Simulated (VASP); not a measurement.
**BN: single point with PBE+D3(BJ)**

The system is BN.

```
B N
1.0
     2.50612    0.00000    0.00000
    -1.25306    2.17037    0.00000
     0.00000    0.00000    6.59736
B N
2 2
Direct
  0.91154 0.82307 0.45635
  0.33333 0.66667 0.00000
  0.00000 0.00000 0.00000
  0.66667 0.33333 0.50000
```

This cell differs from its parent crystal: atom 1 (B) moved by -0.384 Å along [1 2 0] and -0.288 Å along [0 0 1].

```yaml
Program: VASP 6.6.1
Task: single point
Functional: PBE
Dispersion: D3(BJ)
Potentials_or_basis: VASP PAW PBE potentials, release 64 (B, N)
Cutoff: 520 eV
k_mesh: 12 × 12 × 4
Occupations: gaussian, width 0.05 eV
Spin: no spin polarisation
Dipole_correction: no
Further_INCAR_settings: ALGO = Normal; EDIFF = 1e-06; NBANDS = 16
```

- Pressure: 34.8 GPa
- Largest force: 28.395 eV/Å
- Band gap on the k mesh: 1.43 eV, indirect (least direct gap 2.66 eV)
- Dispersion energy per atom: -0.143 eV

Forces in eV/Å, atoms in the order of the input:
```
B     0.000  28.319  -2.057
B     0.000  -0.008  -0.240
N     0.000   0.007   0.200
N     0.000 -28.318   2.097
```

Stress tensor (GPa, compression positive):
```
  2.14   0.00   0.00
  0.00 100.47 -36.28
  0.00 -36.28   1.73
```

Levels at points of the mesh, in eV from the valence-band top:
```tsv
k point	band 4	band 5	band 6	band 7	band 8	band 9	band 10	band 11	band 12	band 13
(0.00, 0.00, 0.00)	-6.08	-5.56	-3.63	-3.63	0.00	2.66	6.92	7.78	9.27	9.29
(0.50, 0.00, 0.00)	-9.88	-6.42	-5.03	-3.96	-3.07	2.39	4.23	5.01	7.52	10.56
(0.00, 0.50, 0.00)	-10.08	-6.42	-4.21	-3.36	-2.96	1.70	2.81	7.49	8.93	10.05
(0.00, 0.00, 0.50)	-7.00	-5.52	-3.63	-3.63	0.00	4.17	6.07	6.92	9.28	9.29
(0.50, 0.00, 0.50)	-9.90	-6.42	-5.04	-3.79	-3.15	2.38	3.84	4.97	7.67	10.77
(0.00, 0.50, 0.50)	-10.09	-6.42	-4.21	-3.27	-2.87	1.43	2.58	7.63	9.19	11.21
```

Run time: 39 s on 1 thread of Intel(R) Xeon(R) 6975P-C (Granite Rapids), on a shared host, peak memory 0.21 GiB.

Caveat: the cell differs from its parent crystal (atom 1 (B) moved by -0.384 Å along [1 2 0] and -0.288 Å along [0 0 1]); forces of over 1 eV/Å act on the atoms, so gaps and moduli don't describe the material at rest. A k mesh can miss the band edges.
